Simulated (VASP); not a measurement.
Wanted: the native input for a VASP 6.6.1 run.

```
Task                   : single point
Functional             : PBEsol
Potentials or basis    : VASP PAW PBE potentials, release 64 (Al, N)
Cutoff                 : 520 eV
k mesh                 : 10 × 10 × 10
Occupations            : gaussian, width 0.01 eV
Spin                   : no spin polarisation
Dipole correction      : no
Further INCAR settings : ALGO = Normal; EDIFF = 1e-06; NBANDS = 11
```

The structure of AlN lies in POSCAR:

```
AlN
1.0
    2.2324530701      2.2324530701      0.0000000000
   -2.2324530701      2.2324530701      0.0000000000
    0.0000000000      2.2324530701      2.1624153267
Al N
1 1
Direct
    0.0000000000      0.0000000000      0.0000000000
    0.2500000000      0.7500000000      0.5000000000
```

This cell differs from its parent crystal: in-plane strain +0.02.

The input as run:

INCAR

```
SYSTEM = AlN
ALGO     = Normal         ! electronic algorithm
EDIFF    = 1E-6           ! SCF threshold, eV
ENCUT    = 520            ! plane-wave cutoff, eV
GGA      = PS             ! functional
ISIF     = 2              ! what is computed and relaxed
ISMEAR   = 0              ! smearing method
LASPH    = .True.         ! aspherical terms in the spheres
LCHARG   = .False.        ! write CHGCAR
LREAL    = .False.        ! projectors in reciprocal space
LWAVE    = .False.        ! write WAVECAR
NBANDS   = 11             ! bands
NELM     = 60             ! most SCF steps
PREC     = Accurate       ! precision mode
SIGMA    = 0.01           ! smearing width, eV
```

KPOINTS

```
k-points
0
Gamma
  10 10 10
  0 0 0
```

Potentials or basis: VASP PAW PBE potentials, release 64 (Al, N).

The run is started by

```sh
$ cat potpaw_PBE.64/Al/POTCAR potpaw_PBE.64/N/POTCAR > POTCAR
$ mpirun -np 1 vasp_std > vasp.out
```

Results of the run:

```json
{
 "Pressure": "-5.3 GPa",
 "Band gap on the k mesh": "3.00 eV (least direct gap 3.75 eV)"
}
```

Caveat: the cell differs from its parent crystal (in-plane strain +0.02); the cell stands under tension; the PAW data sets were made with another functional, which shifts forces and pressure a little.

Wall time 21 s on 1 thread of Intel Xeon 8259CL, with other jobs on the host, peak memory 0.14 GiB.
